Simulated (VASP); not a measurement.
# TiC (Fm-3m) in VASP: further runs, part 2 of 2

VASP 6.6.1.

## (3) Single point, PBE

This run uses another cell than the first one: it holds 8 atoms, not 2.

INCAR reads:

```
SYSTEM = TiC
PREC = Accurate ; ENCUT = 520
EDIFF = 1E-6 ; ISMEAR = 0
SIGMA = 0.15 ; LREAL = .FALSE.
LASPH = .TRUE. ; NELM = 60
ALGO = Normal ; ISIF = 2
LWAVE = .FALSE. ; LCHARG = .FALSE.
GGA = PE ; NBANDS = 42
```

KPOINTS reads:

```
regular mesh
0
G
  12 12 12
  0 0 0
```

POSCAR reads:

```
TiC
1.0
    4.3280000000      0.0000000000      0.0000000000
    0.0000000000     -4.3280000000      0.0000000000
    0.0000000000      0.0000000000     -4.3280000000
Ti C
4 4
Direct
    0.0000000000      0.5000000000      0.5000000000
    0.5000000000      0.0000000000      0.5000000000
    0.5000000000      0.5000000000      0.0000000000
    0.0000000000      0.0000000000      0.0000000000
    0.5000000000      0.0000000000      0.0000000000
    0.0000000000      0.5000000000      0.0000000000
    0.0000000000      0.0000000000      0.5000000000
    0.5000000000      0.5000000000      0.5000000000
```

Potentials or basis: VASP PAW PBE potentials, release 64 (Ti_sv, C).

The run is started by

```sh
> cat potpaw_PBE.64/Ti_sv/POTCAR potpaw_PBE.64/C/POTCAR > POTCAR
> mpirun -np 1 vasp_std > vasp.out
```

OUTCAR:

```text
SYSTEM = TiC
   PREC = Accurate
   ENCUT = 520
   EDIFF = 1E-6
   ISMEAR = 0
   LREAL = .FALSE.
   LASPH = .TRUE.
   NELM = 60
   ISIF = 2
   GGA = PE

 ion  position               nearest neighbor table
   1  0.000  0.500  0.500-   6 2.16   7 2.16   8 2.16   6 2.16   7 2.16   8 2.16
   2  0.500  0.000  0.500-   5 2.16   7 2.16   8 2.16   5 2.16   8 2.16   7 2.16
   3  0.500  0.500  0.000-   5 2.16   6 2.16   8 2.16   8 2.16   5 2.16   6 2.16
   4  0.000  0.000  0.000-   5 2.16   6 2.16   7 2.16   7 2.16   6 2.16   5 2.16
   5  0.500  0.000  0.000-   2 2.16   3 2.16   4 2.16   2 2.16   3 2.16   4 2.16
   6  0.000  0.500  0.000-   1 2.16   3 2.16   4 2.16   1 2.16   4 2.16   3 2.16
   7  0.000  0.000  0.500-   1 2.16   2 2.16   4 2.16   4 2.16   1 2.16   2 2.16
   8  0.500  0.500  0.500-   1 2.16   2 2.16   3 2.16   3 2.16   2 2.16   1 2.16

  LATTYP: Found a simple cubic cell.
 ALAT       =     4.3280000000

  Lattice vectors:

 A1 = (   4.3280000000,   0.0000000000,   0.0000000000)
 A2 = (   0.0000000000,  -4.3280000000,   0.0000000000)
 A3 = (   0.0000000000,   0.0000000000,  -4.3280000000)

Analysis of symmetry for initial positions (statically):
=====================================================================
 Subroutine PRICEL returns following result:

  LATTYP: Found a face centered cubic cell.
 ALAT       =     4.3280000000

  Lattice vectors:

 A1 = (   2.1640000000,   2.1640000000,   0.0000000000)
 A2 = (   2.1640000000,   0.0000000000,  -2.1640000000)
 A3 = (   0.0000000000,   2.1640000000,  -2.1640000000)

   4 primitive cells build up your supercell.

 Routine SETGRP: Setting up the symmetry group for a
 simple cubic supercell.

 Subroutine GETGRP returns: Found 48 space group operations
 (whereof 48 operations were pure point group operations)
 out of a pool of 48 trial point group operations.

The static configuration has the point symmetry O_h .

Analysis of symmetry for dynamics (positions and initial velocities):
=====================================================================
 Subroutine PRICEL returns following result:

  LATTYP: Found a face centered cubic cell.
 ALAT       =     4.3280000000

  Lattice vectors:

 A1 = (   2.1640000000,   2.1640000000,   0.0000000000)
 A2 = (   2.1640000000,   0.0000000000,  -2.1640000000)
 A3 = (   0.0000000000,   2.1640000000,  -2.1640000000)

   4 primitive cells build up your supercell.

 Routine SETGRP: Setting up the symmetry group for a
 simple cubic supercell.

 Subroutine GETGRP returns: Found 48 space group operations
 (whereof 48 operations were pure point group operations)
 out of a pool of 48 trial point group operations.

The dynamic configuration has the point symmetry O_h .

 Subroutine INISYM returns: Found 48 space group operations
 (whereof 48 operations are pure point group operations),
 and found     4 'primitive' translations

----------------------------------------------------------------------------------------

                                     Primitive cell

[... 45 lines left out ...]
 Following reciprocal coordinates:
            Coordinates               Weight
  0.000000  0.000000  0.000000      1.000000
  0.083333  0.000000  0.000000      6.000000
  0.166667  0.000000  0.000000      6.000000
  0.250000  0.000000  0.000000      6.000000
  0.333333  0.000000  0.000000      6.000000
  0.416667  0.000000  0.000000      6.000000
[... 16 lines left out ...]
  0.333333  0.333333  0.000000     12.000000
  0.416667  0.333333  0.000000     24.000000
 [... further k-points ...]
   k-points           NKPTS =     84   k-points in BZ     NKDIM =     84   number of bands    NBANDS=     42
   number of dos      NEDOS =    301   number of ions     NIONS =      8
   total plane-waves  NPLWV =  32768
   dimension x,y,z NGX =    32 NGY =   32 NGZ =   32
   dimension x,y,z NGXF=    64 NGYF=   64 NGZF=   64
   ions per type =               4   4
   NGX,Y,Z   is equivalent  to a cutoff of  12.29, 12.29, 12.29 a.u.
   NGXF,Y,Z  is equivalent  to a cutoff of  24.58, 24.58, 24.58 a.u.
 SYSTEM =  TiC
   PREC   = accura    normal or accurate (medium, high low for compatibility)
   ISTART =      0    job   : 0-new  1-cont  2-samecut
   ICHARG =      2    charge: 1-file 2-atom 10-const
   ISPIN  =      1    spin polarized calculation?
   LNONCOLLINEAR =      F non collinear calculations
   LSORBIT =      F    spin-orbit coupling
   LASPH  =      T    aspherical Exc in radial PAW
   ENCUT  =  520.0 eV  38.22 Ry    6.18 a.u.   8.05  8.05  8.05*2*pi/ulx,y,z
   NELM   =     60;   NELMIN=  2; NELMDL= -5     # of ELM steps
   EDIFF  = 0.1E-05   stopping-criterion for ELM
   LREAL  =      F    real-space projection
   EDIFFG = 0.1E-04   stopping-criterion for IOM
   NSW    =      0    number of steps for IOM
   IBRION =     -1    ionic relax: 0-MD 1-quasi-New 2-CG
   NFREE  =      0    steps in history (QN), initial steepest desc. (CG)
   ISIF   =      2    stress and relaxation
   ISYM   =      2    0-nonsym 1-usesym 2-fastsym
   POTIM  = 0.5000    time-step for ionic-motion
   TEBEG  =    0.0;   TEEND  =   0.0 temperature during run
   PSTRESS=    0.0 pullay stress
   NELECT =      64.0000    total number of electrons
   NUPDOWN=      -1.0000    fix difference up-down
   EMIN   =  10.00;   EMAX   =-10.00  energy-range for DOS
   EFERMI =   0.00;   METHOD = LEGACY
   ISMEAR =     0;   SIGMA  =   0.15  broadening in eV -4-tet -1-fermi 0-gaus
   EFERMI_NEDOS =   21; number of points for ismear=-14 and -15
   IALGO  =     38    algorithm
   IMIX   =      4    mixing-type and parameters
     AMIX     =   0.40;   BMIX     =  1.00
     AMIX_MAG =   1.60;   BMIX_MAG =  1.00
  volume/ion in A,a.u.               =      10.13        68.39
  Fermi-wavevector in a.u.,A,eV,Ry     =   1.513030  2.859212 31.147275  2.289260
  Thomas-Fermi vector in A             =   2.622876
   LORBIT       =      0    0 simple, 1 ext, 2 COOP (PROOUT), +10 PAW based schemes
   GGA     = PE    functional components
   LHFCALC =     F    Hartree Fock is set to
   AEXX    =    0.0000 exact exchange contribution
   IVDW    =     0    specifies the selected vdW correction
   LEPSILON=     F    determine dielectric tensor
   LRPA    =     F    only Hartree local field effects (RPA)
 non-spin polarized calculation
 Gauss-broadening in eV      SIGMA  =   0.15
  energy-cutoff  :      520.00
  volume of cell :       81.07
 maximum number of plane-waves:      2272
   NGX = 17   NGY = 17   NGZ = 17

 number of electron      64.0000021 magnetization

 Free energy of the ion-electron system (eV)
  ---------------------------------------------------
  ext. energy  EPLUGINS =         0.00000000
  ---------------------------------------------------
  free energy    TOTEN  =       -74.84236312 eV

  energy without entropy =      -74.82680099  energy(sigma->0) =      -74.83458205

 E-fermi :   9.4534     XC(G=0): -12.7103

 val. band max:        9.4488463351   @ k =   0.2500   0.0833   0.0000
 cond. band min:       9.4867034568   @ k =   0.1667   0.0833   0.0000
 fundamental gap:      0.0378571218
 Fermi energy:         9.4533826750

 k-point     1 :       0.0000    0.0000    0.0000
  band No.  band energies     occupation
      1     -47.1416      2.00000
      2     -47.0437      2.00000
      3     -47.0437      2.00000
      4     -47.0437      2.00000
      5     -23.6028      2.00000
      6     -23.6028      2.00000
[... 1069 lines left out ...]
     41      13.0905      0.00000
     42      13.4050      0.00000

 [... further k-points ...]

------------------------ aborting loop because EDIFF is reached ----------------------------------------

  FORCE on cell =-STRESS in cart. coord.  units (eV):
  Direction    XX          YY          ZZ          XY          YZ          ZX
  --------------------------------------------------------------------------------------
  -------------------------------------------------------------------------------------
  Total        0.5651372      0.5651372      0.5651372      0.0000000     -0.0000000      0.0000000
  in kB       11.1687016     11.1687016     11.1687016      0.0000000     -0.0000000      0.0000000
  external PRESSURE =      11.1687016 kB  Pullay stress =       0.0000000 kB

 VOLUME and BASIS-vectors are now :
 -----------------------------------------------------------------------------
  energy-cutoff  :      520.00
  volume of cell :       81.07
      direct lattice vectors                 reciprocal lattice vectors
     4.328000000  0.000000000  0.000000000     0.231053604  0.000000000  0.000000000
     0.000000000 -4.328000000  0.000000000     0.000000000 -0.231053604  0.000000000
     0.000000000  0.000000000 -4.328000000     0.000000000  0.000000000 -0.231053604

 POSITION                                       TOTAL-FORCE (eV/Angst)
 -----------------------------------------------------------------------------------
      0.00000     -2.16400     -2.16400         0.000000      0.000000      0.000000
      2.16400      0.00000     -2.16400        -0.000000     -0.000000      0.000000
      2.16400     -2.16400      0.00000         0.000000     -0.000000     -0.000000
      0.00000      0.00000      0.00000         0.000000      0.000000     -0.000000
      2.16400      0.00000      0.00000        -0.000000     -0.000000      0.000000
      0.00000     -2.16400      0.00000        -0.000000     -0.000000      0.000000
      0.00000      0.00000     -2.16400        -0.000000     -0.000000      0.000000
      2.16400     -2.16400     -2.16400        -0.000000     -0.000000      0.000000
 -----------------------------------------------------------------------------------
    total drift:                                0.000000      0.000000      0.000000

  FREE ENERGIE OF THE ION-ELECTRON SYSTEM (eV)
  ---------------------------------------------------
  free  energy   TOTEN  =       -74.8423631212 eV

  energy  without entropy=      -74.8268009873  energy(sigma->0) =      -74.83458205
```

Wall time 3.3 min (1 thread of Intel Xeon Platinum 8259CL at 2.50GHz (Skylake/Cascade Lake), shared host); peak memory 0.33 GiB.

What came out:

* Free energy: -74.8424 eV
* Pressure: 1.1 GPa
* Band gap on the k mesh: zero (bands 32 and 33 overlap by 0.66 eV)
